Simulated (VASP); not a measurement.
Write the native input for VASP 6.6.1 that does the following.

```yaml
Task: single point
Functional: PBE
Potentials_or_basis: VASP PAW PBE potentials, release 64 (Sc_sv, Ta_pv)
Cutoff: 520 eV
k_mesh: 6 × 6 × 6
Occupations: gaussian, width 0.1 eV
Spin: no spin polarisation
Dipole_correction: no
Further_INCAR_settings: ALGO = Normal; EDIFF = 1e-07; NBANDS = 24
```

The structure of Sc2Ta lies in POSCAR:

```
Sc2Ta
1.0
    1.5665483876      0.9044471333      7.7145629054
   -1.5665483876      0.9044471333      7.7145629054
    0.0000000000     -1.8088942666      7.7145629054
Sc Ta
2 1
Direct
    0.7724935195      0.7724935195      0.7724935195
    0.5614920168      0.5614920168      0.5614920168
   -0.0006855363     -0.0006855363     -0.0006855363
```

These files were run (other wordings do the same):

INCAR

```
SYSTEM = Sc2Ta
PREC = Accurate ; ENCUT = 520
EDIFF = 1E-7 ; ISMEAR = 0
SIGMA = 0.1 ; LREAL = .False.
LASPH = .True. ; NELM = 60
ALGO = Normal ; ISIF = 2
LWAVE = .False. ; LCHARG = .False.
GGA = PE ; NBANDS = 24
```

KPOINTS

```
Automatic mesh
0
Gamma
  6 6 6
  0 0 0
```

Potentials or basis: VASP PAW PBE potentials, release 64 (Sc_sv, Ta_pv).

The run is started by

```bash
$ cat potpaw_PBE.64/Sc_sv/POTCAR potpaw_PBE.64/Ta_pv/POTCAR > POTCAR
$ mpirun -np 1 vasp_std > vasp.out
```

It gave:

* Pressure: -0.1 GPa
* Largest force: 0.008 eV/Å
* Band gap on the k mesh: zero (an odd number of electrons rules out a gap without spin polarisation)

Caveat: the k points lie up to 0.39 Å⁻¹ apart, too coarse for converged energies and pressures of a metal; spin-orbit coupling is left out, which moves the levels of the heavy elements.

Run time: 5.2 min on 1 thread of Intel(R) Xeon(R) Platinum 8375C CPU @ 2.90GHz (Ice Lake) (shared host), peak memory 0.49 GiB.
